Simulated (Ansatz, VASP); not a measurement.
MgS in VASP and in Ansatz

The input INCAR:

```
SYSTEM = MgS
PREC = Accurate
ENCUT = 520
EDIFF = 1E-7
ISMEAR = 0
SIGMA = 0.02
LREAL = .FALSE.
LASPH = .TRUE.
NELM = 100
ALGO = Normal
ISIF = 2
LWAVE = .FALSE.
LCHARG = .FALSE.
GGA = PS
NBANDS = 16
```

File KPOINTS:

```
Automatic mesh
0
G
  6 6 4
  0 0 0
```

Contents of POSCAR:

```
MgS
1.0
    4.1496544191      0.0000000000      0.0000000000
   -2.0748272096      3.5937061439      0.0000000000
    0.0000000000      0.0000000000      6.1603077273
Mg S
2 2
Direct
    0.6666666667      0.3333333333      0.4874377481
    0.3333333333      0.6666666667      0.9874377481
    0.3333333333      0.6666666667      0.3875612519
    0.6666666667      0.3333333333      0.8875612519
```

Input for Ansatz:

```yaml
crystal:
  lattice:
    - [4.1496544191, 0.0, 0.0]
    - [-2.0748272096, 3.5937061439, 0.0]
    - [0.0, 0.0, 6.1603077273]
  atoms:
    - { symbol: Mg, position: [0.6666666667, 0.3333333333, 0.4874377481] }
    - { symbol: Mg, position: [0.3333333333, 0.6666666667, 0.9874377481] }
    - { symbol: S, position: [0.3333333333, 0.6666666667, 0.3875612519] }
    - { symbol: S, position: [0.6666666667, 0.3333333333, 0.8875612519] }
basis:
  ecutwfc: 420
kpoints:
  mp_grid: { grid: [6, 6, 4] }
  band_path: { path: [VBM, CBM], npoints: 2 }
hamiltonian:
  xc: pbesol
scf:
  occupations: { method: gaussian, width: 0.02 }
output:
  forces: true
  stress: true
  eigenvalues: true
checkpoint:
  read: start.run
  write: ck
  compress: false
  write_wavefunctions: false
  write_every: 100000
```

Alike in both runs: task single point; functional PBEsol; k mesh 6 × 6 × 4; occupations gaussian, width 0.02 eV; no spin polarisation.

```csv
,VASP,Ansatz
version,VASP 6.6.1,Ansatz 0.2.0
potentials or method,"VASP PAW PBE potentials, release 64 (Mg, S), cutoff 520 eV","scalar-relativistic, plane waves, PAW"
valence electrons in the cell,16,32
```

|  | VASP | Ansatz | Ansatz less VASP |
| --- | --- | --- | --- |
| gap on the k mesh at the Fermi level (eV) | 2.93 | 2.93 | 0.000 |
| least direct gap on the mesh (eV) | 2.93 | 2.93 | 0.000 |
| pressure (GPa) | -1.5 | -1.4 | +0.10 |
| traceless stress, the component that is largest in VASP (GPa) | 1.46 | 1.45 | -0.019 |

VASP's potentials were made for PBE, not for PBEsol. VASP's potentials hold 16 valence electrons a cell and Ansatz's 32, so a difference there can come from the potentials and not from the codes.
